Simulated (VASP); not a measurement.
Wanted: the native input for a VASP 6.6.1 run.

```yaml
Task: single point
Functional: LDA
Potentials_or_basis: VASP PAW LDA potentials, release 64 (Sn_d)
Cutoff: 520 eV
k_mesh: 11 × 11 × 11
Occupations: fermi-dirac, width 0.05 eV
Spin: no spin polarisation
Dipole_correction: no
Further_INCAR_settings: ALGO = Normal; EDIFF = 1e-06; NBANDS = 13
```

The structure of Sn lies in POSCAR:

```
Sn
1.0
   -1.6837866087      1.6837651610      2.2840585710
    1.6837866087     -1.6837651610      2.2840585710
    1.6837866087      1.6837651610     -2.2840585710
Sn
1
Direct
    0.0000000000      0.0000000000      0.0000000000
```

One way to write it, as run:

INCAR

```
ALGO = Normal
EDIFF = 1E-6
ENCUT = 520
ISIF = 2
ISMEAR = -1
LASPH = T
LCHARG = F
LREAL = F
LWAVE = F
NBANDS = 13
NELM = 100
PREC = Accurate
SIGMA = 0.05
```

KPOINTS

```
k-points
0
Gamma
  11 11 11
```

Potentials or basis: VASP PAW LDA potentials, release 64 (Sn_d).

The run is started by

```console
$ cat potpaw_LDA.64/Sn_d/POTCAR > POTCAR
$ mpirun -np 1 vasp_std > vasp.out
```

It gave:

```
Pressure               : 0.0 GPa
Band gap on the k mesh : zero (bands 7 and 8 overlap by 9.93 eV)
```

Caveat: spin-orbit coupling is left out, which moves the levels of the heavy elements.

Run time: 54 s on 1 thread of Intel(R) Xeon(R) Platinum 8259CL CPU @ 2.50GHz (Skylake/Cascade Lake), with other jobs on the host, peak memory 0.19 GiB.
